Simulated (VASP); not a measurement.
# CaO (Fm-3m) in VASP: G0W0 quasiparticle levels with PBE

Aim: the G0W0 quasiparticle levels of CaO with PBE.

All numbers are computed with VASP 6.6.1; they aren't measurements. Logs are shortened: lines on timing, memory, paths and dates and some standing lists are left out, and cuts for length are marked.

## (1) The cell of the first run

It takes space group Fm-3m (No. 225, cubic). The conventional cell has a = 4.795 Å, b = 4.795 Å, c = 4.795 Å, α = 90.00°, β = 90.00°, γ = 90.00°. Within 3.2 Å of Ca (site symmetry m-3m) lie 6 O at 2.40 Å. Within 3.2 Å of O (site symmetry m-3m) lie 6 Ca at 2.40 Å.

## (2) G0W0 quasiparticle levels, PBE

Contents of POSCAR:

```
CaO
1.0
    0.0000000000      2.3975501144      2.3975501144
    2.3975501144      0.0000000000      2.3975501144
    2.3975501144      2.3975501144      0.0000000000
Ca O
1 1
Direct
    0.0000000000      0.0000000000      0.0000000000
    0.5000000000      0.5000000000      0.5000000000
```

Contents of INCAR.step1:

```
SYSTEM = CaO
PREC = Accurate
ENCUT = 500
EDIFF = 1E-8
ISMEAR = 0
SIGMA = 0.01
LREAL = .False.
LASPH = .True.
NELM = 100
ALGO = Normal
LWAVE = .True.
LCHARG = .False.
GGA = PE
```

Contents of INCAR.step2:

```
SYSTEM = CaO
PREC = Accurate
ENCUT = 500
EDIFF = 1E-8
ISMEAR = 0
SIGMA = 0.01
LREAL = .False.
LASPH = .True.
NELM = 1
ALGO = Exact
LWAVE = .True.
LCHARG = .False.
GGA = PE
NBANDS = 90
LOPTICS = .True.
ISTART = 1
```

Contents of INCAR.step3:

```
SYSTEM = CaO
PREC = Accurate
ENCUT = 500
EDIFF = 1E-8
ISMEAR = 0
SIGMA = 0.01
LREAL = .False.
LASPH = .True.
ALGO = EVGW0
LWAVE = .False.
LCHARG = .False.
GGA = PE
NELMGW = 1
NBANDS = 90
ENCUTGW = 120.0
NOMEGA = 96
PRECFOCK = Fast
ISTART = 1
NBANDSGW = 16
OMEGAMAX = 20
```

Contents of KPOINTS:

```
regular mesh
0
Gamma
  6 6 6
  0 0 0
```

Potentials or basis: VASP PAW PBE potentials, release 64 (Ca_sv_GW, O_GW).

Run with:

```
$ cat potpaw_PBE.64/Ca_sv_GW/POTCAR potpaw_PBE.64/O_GW/POTCAR > POTCAR
$ cp INCAR.step1 INCAR
$ mpirun -np 1 vasp_std > vasp.out
$ cp INCAR.step2 INCAR
$ mpirun -np 1 vasp_std > vasp.out
$ cp INCAR.step3 INCAR
$ mpirun -np 1 vasp_std > vasp.out
```

OUTCAR:

```text
SYSTEM = CaO
   PREC = Accurate
   ENCUT = 500
   EDIFF = 1E-8
   ISMEAR = 0
   LREAL = .False.
   LASPH = .True.
   GGA = PE
   NELMGW = 1
   ENCUTGW = 120.0
   PRECFOCK = Fast
   ISTART = 1

 ion  position               nearest neighbor table
   1  0.000  0.000  0.000-   2 2.40   2 2.40   2 2.40   2 2.40   2 2.40   2 2.40
   2  0.500  0.500  0.500-   1 2.40   1 2.40   1 2.40   1 2.40   1 2.40   1 2.40

  LATTYP: Found a face centered cubic cell.
 ALAT       =     4.7951002288

  Lattice vectors:

 A1 = (   0.0000000000,   2.3975501144,   2.3975501144)
 A2 = (   2.3975501144,   0.0000000000,   2.3975501144)
 A3 = (   2.3975501144,   2.3975501144,   0.0000000000)

Analysis of symmetry for initial positions (statically):
=====================================================================
 Subroutine PRICEL returns:
 Original cell was already a primitive cell.

 Routine SETGRP: Setting up the symmetry group for a
 face centered cubic supercell.

 Subroutine GETGRP returns: Found 48 space group operations
 (whereof 48 operations were pure point group operations)
 out of a pool of 48 trial point group operations.

The static configuration has the point symmetry O_h .

Analysis of symmetry for dynamics (positions and initial velocities):
=====================================================================
 Subroutine PRICEL returns:
 Original cell was already a primitive cell.

 Routine SETGRP: Setting up the symmetry group for a
 face centered cubic supercell.

 Subroutine GETGRP returns: Found 48 space group operations
 (whereof 48 operations were pure point group operations)
 out of a pool of 48 trial point group operations.

The dynamic configuration has the point symmetry O_h .

 Subroutine INISYM returns: Found 48 space group operations
 (whereof 48 operations are pure point group operations),
 and found     1 'primitive' translations

----------------------------------------------------------------------------------------

                                     Primitive cell

  volume of cell :      27.5634

  direct lattice vectors                    reciprocal lattice vectors
     0.000000000  2.397550114  2.397550114    -0.208546214  0.208546214  0.208546214
     2.397550114  0.000000000  2.397550114     0.208546214 -0.208546214  0.208546214
     2.397550114  2.397550114  0.000000000     0.208546214  0.208546214 -0.208546214

  length of vectors
     3.390647888  3.390647888  3.390647888     0.361212639  0.361212639  0.361212639

  position of ions in fractional coordinates (direct lattice)
     0.000000000  0.000000000  0.000000000
     0.500000000  0.500000000  0.500000000

  ion indices of the primitive-cell ions
   primitive index   ion index
                 1           1
                 2           2

----------------------------------------------------------------------------------------

 KPOINTS: regular mesh

Automatic generation of k-mesh.
 Grid dimensions read from file:
 generate k-points for:    6    6    6

 Generating k-lattice:

  Cartesian coordinates                     Fractional coordinates (reciprocal lattice)
    -0.034757702  0.034757702  0.034757702     0.166666667  0.000000000  0.000000000
     0.034757702 -0.034757702  0.034757702     0.000000000  0.166666667  0.000000000
     0.034757702  0.034757702 -0.034757702     0.000000000  0.000000000  0.166666667

  Length of vectors
     0.060202106  0.060202106  0.060202106

  Shift w.r.t. Gamma in fractional coordinates (k-lattice)
     0.000000000  0.000000000  0.000000000

 Subroutine IBZKPT returns following result:
 ===========================================

 Found     16 irreducible k-points:

 Following reciprocal coordinates:
            Coordinates               Weight
  0.000000  0.000000  0.000000      1.000000
  0.166667  0.000000  0.000000      8.000000
  0.333333  0.000000  0.000000      8.000000
  0.500000  0.000000  0.000000      4.000000
  0.166667  0.166667  0.000000      6.000000
  0.333333  0.166667  0.000000     24.000000
[... 8 lines left out ...]
 -0.333333  0.333333  0.166667     24.000000
 -0.333333  0.500000  0.166667     12.000000
   k-points           NKPTS =     16   k-points in BZ     NKDIM =    216   number of bands    NBANDS=     90
   number of dos      NEDOS =    301   number of ions     NIONS =      2
   total plane-waves  NPLWV =  21952
   dimension x,y,z NGX =    28 NGY =   28 NGZ =   28
   dimension x,y,z NGXF=    56 NGYF=   56 NGZF=   56
   ions per type =               1   1
   NGX,Y,Z   is equivalent  to a cutoff of  13.73, 13.73, 13.73 a.u.
   NGXF,Y,Z  is equivalent  to a cutoff of  27.46, 27.46, 27.46 a.u.
 SYSTEM =  CaO
   PREC   = accura    normal or accurate (medium, high low for compatibility)
   ISTART =      1    job   : 0-new  1-cont  2-samecut
   ICHARG =      0    charge: 1-file 2-atom 10-const
   ISPIN  =      1    spin polarized calculation?
   LNONCOLLINEAR =      F non collinear calculations
   LSORBIT =      F    spin-orbit coupling
   LASPH  =      T    aspherical Exc in radial PAW
   ENCUT  =  500.0 eV  36.75 Ry    6.06 a.u.   6.18  6.18  6.18*2*pi/ulx,y,z
   NELM   =     60;   NELMIN=  2; NELMDL=  0     # of ELM steps
   EDIFF  = 0.1E-07   stopping-criterion for ELM
   LREAL  =      F    real-space projection
   EDIFFG = 0.1E-06   stopping-criterion for IOM
   NSW    =      0    number of steps for IOM
   IBRION =     -1    ionic relax: 0-MD 1-quasi-New 2-CG
   NFREE  =      0    steps in history (QN), initial steepest desc. (CG)
   ISIF   =      0    stress and relaxation
   ISYM   =      3    0-nonsym 1-usesym 2-fastsym
   POTIM  = 0.5000    time-step for ionic-motion
   TEBEG  =    0.0;   TEEND  =   0.0 temperature during run
   PSTRESS=    0.0 pullay stress
   NELECT =      16.0000    total number of electrons
   NUPDOWN=      -1.0000    fix difference up-down
   EMIN   =  10.00;   EMAX   =-10.00  energy-range for DOS
   EFERMI =   0.00;   METHOD = LEGACY
   ISMEAR =     0;   SIGMA  =   0.01  broadening in eV -4-tet -1-fermi 0-gaus
   EFERMI_NEDOS =   21; number of points for ismear=-14 and -15
   IALGO  =     38    algorithm
   IMIX   =      4    mixing-type and parameters
     AMIX     =   0.40;   BMIX     =  1.00
     AMIX_MAG =   1.60;   BMIX_MAG =  1.00
  volume/ion in A,a.u.               =      13.78        93.00
  Fermi-wavevector in a.u.,A,eV,Ry     =   1.365643  2.580691 25.374598  1.864980
  Thomas-Fermi vector in A             =   2.491853
   LORBIT       =      0    0 simple, 1 ext, 2 COOP (PROOUT), +10 PAW based schemes
   GGA     = PE    functional components
   LHFCALC =     T    Hartree Fock is set to
   PRECFOCK=fast      Normal, Fast or Accurate (Low or Medium for compatibility)
   ENCUT4O =  -1.0   cutoff for four orbital integrals eV
   NKREDX  =     1    reduce k-point grid by
   NKREDY  =     1    reduce k-point grid by
   NKREDZ  =     1    reduce k-point grid by
   AEXX    =    1.0000 exact exchange contribution
   HFSCREEN=    0.0000 screening length (either q_TF or 0.3 A-1)
   HFSCREENC=   0.0000 screening length for correlation (either q_TF or 0.3 A-1)
   ENCUTFOCK=  -1.0 apply spherical cutoff to Coloumb kernel
   IVDW    =     0    specifies the selected vdW correction
   LEPSILON=     F    determine dielectric tensor
   LRPA    =     F    only Hartree local field effects (RPA)
   LRPAFORCE           =     F    calculate RPA forces
   ENCUTGW             = 120.0    cutoff for response function in eV
   ENCUTGWSOFT         =  96.0    soft cutoff for Coulomb kernel in GW response function in eV
   ENCUTLF             =  -1.0    cutoff for local field effects
   NELMGW              =     1    number of iterations in solving QP/BSE equation
   NELMHF              =     1    number of iterations in the inner HF iteration
   NKREDLFX            =     1    NKREDLFY  =   1   NKREDLFZ  =   1
 non-spin polarized calculation
 Gauss-broadening in eV      SIGMA  =   0.01
  energy-cutoff  :      500.00
  volume of cell :       27.56
 maximum number of plane-waves:       725
 NGX is ok and might be reduce to    28
  NGX = 14; NGY = 14; NGZ = 14
   NGX = 13   NGY = 13   NGZ = 13
 maximum number of plane-waves:        92
 NGX is ok and might be reduce to    14

 QP shifts <psi_nk| G(iteration)W_0 |psi_nk>: iteration 1
 for sc-GW calculations column KS-energies equals QP-energies in previous step
 and V_xc(KS)=  KS-energies - (<T + V_ion + V_H > + <T+V_H+V_ion>^1  + <V_x>^1)

 k-point   1 :       0.0000    0.0000    0.0000
  band No.  KS-energies  QP-energies   sigma(KS)   V_xc(KS)     V^pw_x(r,r')   Z            occupation Imag(sigma)

      1     -32.9287     -34.5096     -23.1702     -20.6284     -34.4129       0.6220       2.0000       0.6054
      2     -13.6892     -15.9629     -23.1274     -20.1615     -28.1129       0.7666       2.0000       0.1692
      3     -13.6892     -15.9629     -23.1274     -20.1615     -28.1129       0.7666       2.0000       0.1692
      4     -13.6892     -15.9629     -23.1274     -20.1615     -28.1129       0.7666       2.0000       0.1692
      5     -10.8624     -12.4928     -21.8456     -19.2165     -30.6886       0.6201       2.0000       0.5764
      6       4.6731       3.8653     -20.2406     -19.1694     -24.4463       0.7541       2.0000       0.0610
[... 8 lines left out ...]
     15      19.7356      19.9319      -6.5836      -6.8039      -1.4470       0.8908       0.0000      -0.7227
     16      27.1978      29.7101     -10.9392     -14.3208      -5.1475       0.7429       0.0000      -0.7395

 k-point   2 :       0.1667    0.0000    0.0000
  band No.  KS-energies  QP-energies   sigma(KS)   V_xc(KS)     V^pw_x(r,r')   Z            occupation Imag(sigma)

      1     -32.9024     -34.4839     -23.1914     -20.6562     -34.4338       0.6238       2.0000       0.6045
      2     -14.0445     -16.1724     -22.6001     -19.7001     -28.0890       0.7337       2.0000       0.2193
      3     -13.7027     -15.9682     -23.1089     -20.1442     -28.0933       0.7642       2.0000       0.1624
      4     -13.7027     -15.9682     -23.1089     -20.1442     -28.0933       0.7642       2.0000       0.1624
      5     -10.4912     -12.2105     -22.3902     -19.7203     -30.7448       0.6440       2.0000       0.5419
      6       3.8170       2.8654     -18.7865     -17.5172     -22.7907       0.7497       2.0000       0.0618
[... 8 lines left out ...]
     15      20.6110      21.5067      -8.2414      -9.3114      -2.8132       0.8371       0.0000      -0.7125
     16      25.7725      27.5670      -9.6752     -11.6841      -4.1345       0.8932       0.0000      -0.8529

 k-point   3 :       0.3333    0.0000    0.0000
  band No.  KS-energies  QP-energies   sigma(KS)   V_xc(KS)     V^pw_x(r,r')   Z            occupation Imag(sigma)

      1     -32.8496     -34.4317     -23.2345     -20.7132     -34.4769       0.6275       2.0000       0.6017
      2     -14.5985     -16.5881     -21.9538     -19.1427     -27.9702       0.7078       2.0000       0.2776
      3     -13.7297     -15.9835     -23.0731     -20.1108     -28.0556       0.7608       2.0000       0.1487
      4     -13.7297     -15.9835     -23.0731     -20.1108     -28.0556       0.7608       2.0000       0.1487
      5      -9.9022     -11.7105     -23.0738     -20.3784     -30.9422       0.6709       2.0000       0.4919
      6       2.5578       1.4295     -17.4207     -15.8989     -21.4940       0.7414       2.0000       0.0812
[... 234 lines left out ...]
      1     -32.7986     -34.3887     -23.2791     -20.7684     -34.5193       0.6333       2.0000       0.6135
      2     -14.4449     -16.5291     -22.1853     -19.2919     -27.8915       0.7203       2.0000       0.2569
      3     -14.0242     -16.3090     -22.7612     -19.7407     -27.8044       0.7564       2.0000       0.2082
      4     -13.8864     -16.1353     -22.8967     -19.9181     -27.9595       0.7550       2.0000       0.1775
      5     -10.0816     -11.7669     -22.8748     -20.2055     -30.9974       0.6314       2.0000       0.4561
      6       2.9503       1.8646     -18.0831     -16.6209     -22.2219       0.7426       2.0000       0.0756
[... 8 lines left out ...]
     15      18.5298      19.9427     -11.9206     -13.7406      -6.5110       0.7764       0.0000      -0.2950
     16      19.8912      21.2478     -10.9958     -12.7228      -5.4879       0.7855       0.0000      -0.4144

 k-point  16 :      -0.3333    0.5000    0.1667
  band No.  KS-energies  QP-energies   sigma(KS)   V_xc(KS)     V^pw_x(r,r')   Z            occupation Imag(sigma)

      1     -32.7908     -34.3839     -23.2867     -20.7769     -34.5260       0.6347       2.0000       0.6195
      2     -14.2094     -16.5168     -22.5674     -19.5101     -27.6485       0.7547       2.0000       0.2394
      3     -14.0805     -16.2214     -22.6066     -19.6953     -28.0437       0.7353       2.0000       0.2072
      4     -14.0183     -16.3079     -22.7807     -19.7583     -27.8249       0.7576       2.0000       0.2132
      5     -10.3280     -11.9728     -22.5696     -19.9407     -30.9828       0.6257       2.0000       0.4655
      6       3.4561       2.3894     -18.8075     -17.3818     -22.9565       0.7482       2.0000       0.0671
[... 8 lines left out ...]
     15      18.4902      19.5312     -10.6144     -11.9095      -5.5364       0.8038       0.0000      -0.2122
     16      20.2414      21.8724     -11.8894     -14.0096      -6.0289       0.7693       0.0000      -0.5414
```

Wall time 4.2 min (1 thread of Intel Xeon Platinum 8488C (Sapphire Rapids), shared host); peak memory 0.48 GiB.

Results:

| Quantity | Value |
| --- | --- |
| Quasiparticle gap | 5.77 eV |
| Least direct quasiparticle gap | 6.24 eV |
| Band gap of the starting levels on the mesh | 3.66 eV |
| Least direct gap of the starting levels on the mesh | 4.03 eV |

Caveat: the k points lie up to 0.38 Å⁻¹ apart; bands, screening cutoff and mesh are small and nothing is extrapolated, so the quasiparticle values aren't converged.
